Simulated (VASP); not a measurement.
# Si (R3m) in VASP: single point with r2SCAN

Aim: the single point of Si with r2SCAN.

All numbers are computed with VASP 6.6.1; they aren't measurements. Logs are shortened: lines on timing, memory, paths and dates and some standing lists are left out, and cuts for length are marked.

**1. The cell of the first run**

Symmetry: R3m, No. 160, trigonal system. Conventional cell: a = 7.699 Å, b = 7.699 Å, c = 9.430 Å, α = 90.00°, β = 90.00°, γ = 120.00°. Si (site symmetry 3m) has 4 Si at 2.33 to 2.45 Å within 3.1 Å. Si (site symmetry m) has 4 Si at 2.36 Å within 3.1 Å. Si (site symmetry 3m) has 4 Si at 2.36 to 2.45 Å within 3.1 Å. Within 3.1 Å of Si (site symmetry m) lie 4 Si at 2.33 to 2.36 Å.

**2. Single point, r2SCAN (atom 1 (Si) moved -0.090 Å towards its neighbour atom 5 (Si) at 2.357 Å)**

POSCAR

```
Si
1.0
    5.4442106826      0.0000000000      0.0000000000
    0.0000000000     -5.4442106826      0.0000000000
    0.0000000000      0.0000000000     -5.4442106826
Si
8
Direct
    0.4904556368      1.0095443632      1.0095443632
    0.0000000000      0.5000000000      1.0000000000
    0.0000000000      1.0000000000      0.5000000000
    0.5000000000      0.5000000000      0.5000000000
    0.7500000000      0.7500000000      0.7500000000
    0.2500000000      0.2500000000      0.7500000000
    0.2500000000      0.7500000000      0.2500000000
    0.7500000000      0.2500000000      0.2500000000
```

INCAR.step1

```
PREC = Accurate ; ENCUT = 520
ISMEAR = 0 ; SIGMA = 0.05
LREAL = F ; LASPH = T
NELM = 80 ; NBANDS = 26
GGA = PE ; ALGO = Normal
EDIFF = 1E-4 ; LWAVE = T
LCHARG = F
```

INCAR.step2

```
PREC = Accurate ; ENCUT = 520
EDIFF = 1E-6 ; ISMEAR = 0
SIGMA = 0.05 ; LREAL = F
LASPH = T ; NELM = 80
ALGO = Normal ; ISIF = 2
LWAVE = F ; LCHARG = T
METAGGA = R2SCAN ; LMIXTAU = T
LELF = T ; LVHAR = T
NBANDS = 26 ; ISTART = 1
```

KPOINTS

```
Automatic mesh
0
Gamma
  6 6 6
```

Potentials or basis: VASP PAW PBE potentials, release 64 (Si).

Run with:

```console
$ cat potpaw_PBE.64/Si/POTCAR > POTCAR
$ cp INCAR.step1 INCAR
$ mpirun -np 1 vasp_std > vasp.out
$ cp INCAR.step2 INCAR
$ mpirun -np 1 vasp_std > vasp.out
```

OUTCAR:

```text
PREC = Accurate
   ENCUT = 520
   EDIFF = 1E-6
   ISMEAR = 0
   LREAL = F
   LASPH = T
   NELM = 80
   ISIF = 2
   METAGGA = R2SCAN
   ISTART = 1

 ion  position               nearest neighbor table
   1  0.490  0.010  0.010-   6 2.33   7 2.33   8 2.33   5 2.45
   2  0.000  0.500  0.000-   5 2.36   6 2.36   7 2.36   8 2.36
   3  0.000  0.000  0.500-   5 2.36   6 2.36   7 2.36   8 2.36
   4  0.500  0.500  0.500-   5 2.36   6 2.36   7 2.36   8 2.36
   5  0.750  0.750  0.750-   2 2.36   3 2.36   4 2.36   1 2.45
   6  0.250  0.250  0.750-   1 2.33   2 2.36   3 2.36   4 2.36
   7  0.250  0.750  0.250-   1 2.33   2 2.36   3 2.36   4 2.36
   8  0.750  0.250  0.250-   1 2.33   2 2.36   3 2.36   4 2.36

  LATTYP: Found a simple cubic cell.
 ALAT       =     5.4442106826

  Lattice vectors:

 A1 = (   5.4442106826,   0.0000000000,   0.0000000000)
 A2 = (   0.0000000000,  -5.4442106826,   0.0000000000)
 A3 = (   0.0000000000,   0.0000000000,  -5.4442106826)

Analysis of symmetry for initial positions (statically):
=====================================================================
 Subroutine PRICEL returns:
 Original cell was already a primitive cell.

 Routine SETGRP: Setting up the symmetry group for a
 simple cubic supercell.

 Subroutine GETGRP returns: Found  6 space group operations
 (whereof  2 operations were pure point group operations)
 out of a pool of 48 trial point group operations.

The static configuration has the point symmetry C_1h.
 The point group associated with its full space group is C_3v.

Analysis of symmetry for dynamics (positions and initial velocities):
=====================================================================
 Subroutine PRICEL returns:
 Original cell was already a primitive cell.

 Routine SETGRP: Setting up the symmetry group for a
 simple cubic supercell.

 Subroutine GETGRP returns: Found  6 space group operations
 (whereof  2 operations were pure point group operations)
 out of a pool of 48 trial point group operations.

The dynamic configuration has the point symmetry C_1h.
 The point group associated with its full space group is C_3v.

 Subroutine INISYM returns: Found  6 space group operations
 (whereof  2 operations are pure point group operations),
 and found     1 'primitive' translations
[... 107 lines left out ...]
   EDIFF  = 0.1E-05   stopping-criterion for ELM
   LREAL  =      F    real-space projection
   EDIFFG = 0.1E-04   stopping-criterion for IOM
   NSW    =      0    number of steps for IOM
   IBRION =     -1    ionic relax: 0-MD 1-quasi-New 2-CG
   NFREE  =      0    steps in history (QN), initial steepest desc. (CG)
   ISIF   =      2    stress and relaxation
   ISYM   =      2    0-nonsym 1-usesym 2-fastsym
   POTIM  = 0.5000    time-step for ionic-motion
   TEBEG  =    0.0;   TEEND  =   0.0 temperature during run
   PSTRESS=    0.0 pullay stress
   NELECT =      32.0000    total number of electrons
   NUPDOWN=      -1.0000    fix difference up-down
   EMIN   =  10.00;   EMAX   =-10.00  energy-range for DOS
   EFERMI =   0.00;   METHOD = LEGACY
   ISMEAR =     0;   SIGMA  =   0.05  broadening in eV -4-tet -1-fermi 0-gaus
   EFERMI_NEDOS =   21; number of points for ismear=-14 and -15
   IALGO  =     38    algorithm
   IMIX   =      4    mixing-type and parameters
     AMIX     =   0.40;   BMIX     =  1.00
     AMIX_MAG =   1.60;   BMIX_MAG =  1.00
  volume/ion in A,a.u.               =      20.17       136.12
  Fermi-wavevector in a.u.,A,eV,Ry     =   0.954677  1.804078 12.400467  0.911409
  Thomas-Fermi vector in A             =   2.083446
   LORBIT       =      0    0 simple, 1 ext, 2 COOP (PROOUT), +10 PAW based schemes
   METAGGA = R2SCAN    functional components
   LHFCALC =     F    Hartree Fock is set to
   AEXX    =    0.0000 exact exchange contribution
   IVDW    =     0    specifies the selected vdW correction
   LEPSILON=     F    determine dielectric tensor
   LRPA    =     F    only Hartree local field effects (RPA)
 non-spin polarized calculation
 Gauss-broadening in eV      SIGMA  =   0.05
  energy-cutoff  :      520.00
  volume of cell :      161.36
 maximum number of plane-waves:      4385
   NGX = 21   NGY = 21   NGZ = 21

 number of electron      32.0000001 magnetization

 Free energy of the ion-electron system (eV)
  ---------------------------------------------------
  ext. energy  EPLUGINS =         0.00000000
  ---------------------------------------------------
  free energy    TOTEN  =       -70.14856428 eV

  energy without entropy =      -70.14856428  energy(sigma->0) =      -70.14856428

 E-fermi :   6.0024     XC(G=0):  -9.8256

 val. band max:        5.7990592718   @ k =   0.0000   0.0000   0.0000
 cond. band min:       6.4390664155   @ k =   0.1667   0.0000   0.0000
 fundamental gap:      0.6400071437
 Fermi energy:         6.0024342384

 k-point     1 :       0.0000    0.0000    0.0000
  band No.  band energies     occupation
      1      -6.8157      2.00000
      2      -2.5792      2.00000
      3      -2.5180      2.00000
      4      -2.5180      2.00000
      5      -2.4699      2.00000
      6      -2.4699      2.00000
[... 685 lines left out ...]
     25      10.5733      0.00000
     26      10.6601      0.00000

 [... further k-points ...]

------------------------ aborting loop because EDIFF is reached ----------------------------------------

  FORCE on cell =-STRESS in cart. coord.  units (eV):
  Direction    XX          YY          ZZ          XY          YZ          ZX
  --------------------------------------------------------------------------------------
  -------------------------------------------------------------------------------------
  Total       -0.1652155     -0.1652155     -0.1652155     -0.4322718     -0.4322718     -0.4322718
  in kB       -1.6404253     -1.6404253     -1.6404253     -4.2920295     -4.2920295     -4.2920295
  external PRESSURE =      -1.6404253 kB  Pullay stress =       0.0000000 kB

 VOLUME and BASIS-vectors are now :
 -----------------------------------------------------------------------------
  energy-cutoff  :      520.00
  volume of cell :      161.36
      direct lattice vectors                 reciprocal lattice vectors
     5.444210683  0.000000000  0.000000000     0.183681356  0.000000000  0.000000000
     0.000000000 -5.444210683  0.000000000     0.000000000 -0.183681356  0.000000000
     0.000000000  0.000000000 -5.444210683     0.000000000  0.000000000 -0.183681356

 POSITION                                       TOTAL-FORCE (eV/Angst)
 -----------------------------------------------------------------------------------
      2.67014     -0.05196     -0.05196         0.645848      0.645848      0.645848
      0.00000     -2.72211      0.00000        -0.053991     -0.053991      0.094469
      0.00000      0.00000     -2.72211        -0.053991      0.094469     -0.053991
      2.72211     -2.72211     -2.72211         0.094469     -0.053991     -0.053991
      4.08316     -4.08316     -4.08316        -0.359975     -0.359975     -0.359975
      1.36105     -1.36105     -4.08316        -0.176015     -0.176015      0.079670
      1.36105     -4.08316     -1.36105        -0.176015      0.079670     -0.176015
      4.08316     -1.36105     -1.36105         0.079670     -0.176015     -0.176015
 -----------------------------------------------------------------------------------
    total drift:                                0.000068      0.000068      0.000068

  FREE ENERGIE OF THE ION-ELECTRON SYSTEM (eV)
  ---------------------------------------------------
  free  energy   TOTEN  =       -70.1485642787 eV

  energy  without entropy=      -70.1485642787  energy(sigma->0) =      -70.14856428
```

It took 4.2 min on 1 thread of Intel Xeon Platinum 8488C (Sapphire Rapids), shared host; peak memory 0.3 GiB.

What came out:

```
Free energy            : -70.1486 eV
Pressure               : -0.2 GPa
Largest force          : 1.119 eV/Å
Band gap on the k mesh : 0.64 eV
```

Forces on the atoms (eV/Å):
```
Si   0.646  0.646  0.646
Si  -0.054 -0.054  0.094
Si  -0.054  0.094 -0.054
Si   0.094 -0.054 -0.054
Si  -0.360 -0.360 -0.360
Si  -0.176 -0.176  0.080
Si  -0.176  0.080 -0.176
Si   0.080 -0.176 -0.176
```

Caveat: the cell differs from its parent crystal (atom 1 (Si) moved -0.090 Å towards its neighbour atom 5 (Si) at 2.357 Å); semilocal functionals underestimate gaps, and a narrow one can read as zero; the PAW data sets were made with another functional, which shifts forces and pressure a little. A k mesh can miss the band edges.
